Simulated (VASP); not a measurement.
**Hg: single point with PBE**

Hg:

```
Hg
1.0
     5.55978    0.00000    0.00000
    -2.77989    4.81491    0.00000
     0.00000    0.00000    3.31330
Hg
3
Cartesian
  0.0000 3.2099 1.6567
  2.7799 1.6050 1.6567
  0.0000 0.0000 0.0000
```

| Item | Value |
| --- | --- |
| Program | VASP 6.6.1 |
| Task | single point |
| Functional | PBE |
| Potentials or basis | VASP PAW PBE potentials, release 64 (Hg) |
| Cutoff | 520 eV |
| k mesh | 9 × 9 × 14 |
| Occupations | gaussian, width 0.1 eV |
| Spin | no spin polarisation |
| Dipole correction | no |
| Further INCAR settings | ALGO = Normal; EDIFF = 1e-06; NBANDS = 25 |

```yaml
Pressure: 0.1 GPa
Band_gap_on_the_k_mesh: zero (band 18 reaches 2.78 eV, above the bottom of band 19 at 0.63 eV)
```

Levels at points of the mesh, in eV from the Fermi level:
| k point | band 16 | band 17 | band 18 | band 19 | band 20 | band 21 |
| --- | --- | --- | --- | --- | --- | --- |
| (0.00, 0.00, 0.00) | -5.72 | -1.51 | -1.14 | 1.86 | 1.86 | 1.94 |
| (0.00, 0.00, 0.50) | -3.34 | -2.67 | 1.53 | 2.70 | 3.13 | 3.62 |

Run time: 2.2 min on 1 thread of Intel(R) Xeon(R) Platinum 8259CL CPU @ 2.50GHz (Skylake/Cascade Lake), with other jobs on the host, peak memory 0.32 GiB.

Caveat: spin-orbit coupling is left out, which moves the levels of the heavy elements.
